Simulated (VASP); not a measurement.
Input of a VASP 6.6.1 run:

File INCAR:

```
  ALGO = Normal
  EDIFF = 1E-6
  EDIFFG = -0.005
  ENCUT = 600
  GGA = PE
  IBRION = 2
  ISIF = 3
  ISMEAR = -1
  LASPH = T
  LCHARG = F
  LREAL = F
  LWAVE = F
  NELM = 80
  NSW = 32
  PREC = Accurate
  PSTRESS = 5400.0
  SIGMA = 0.08
```

File KPOINTS:

```
k-points
0
Gamma
  20 20 20
```

The input POSCAR:

```
Re
1.0
    0.0000000000      1.6513767357      1.6513767357
    1.6513767357      0.0000000000      1.6513767357
    1.6513767357      1.6513767357      0.0000000000
Re
1
Direct
    0.0000000000      0.0000000000      0.0000000000
```

Potentials or basis: VASP PAW PBE potentials, release 64 (Re).

Run with:

```sh
$ cat potpaw_PBE.64/Re/POTCAR > POTCAR
$ mpirun -np 1 vasp_std > vasp.out
```

Q: Estimate the space group after relaxing (to 0.05 Å).

A: Fm-3m (No. 225).

Q: Estimate the relaxed cell.

A: a = 2.340 Å, b = 2.340 Å, c = 2.340 Å, α = 60.00°, β = 60.00°, γ = 60.00°.

Q: What does it give for the relaxed volume?

A: 9.06 Å³/atom.

The path:
| step | energy change (eV) | largest force (eV/Å) | pressure (GPa) | volume (Å³) |
| --- | --- | --- | --- | --- |
| 1 | 0.0000 | 0.0000 | 553.74 | 9.01 |
| 2 | -2.8970 | 0.0000 | 349.24 | 10.05 |
| 3 | -0.2101 | 0.0000 | 539.18 | 9.07 |
| 4 | -0.1983 | 0.0000 | 539.94 | 9.06 |

Caveat: the cell is relaxed towards a set pressure, so the enthalpy falls and the energy may rise.
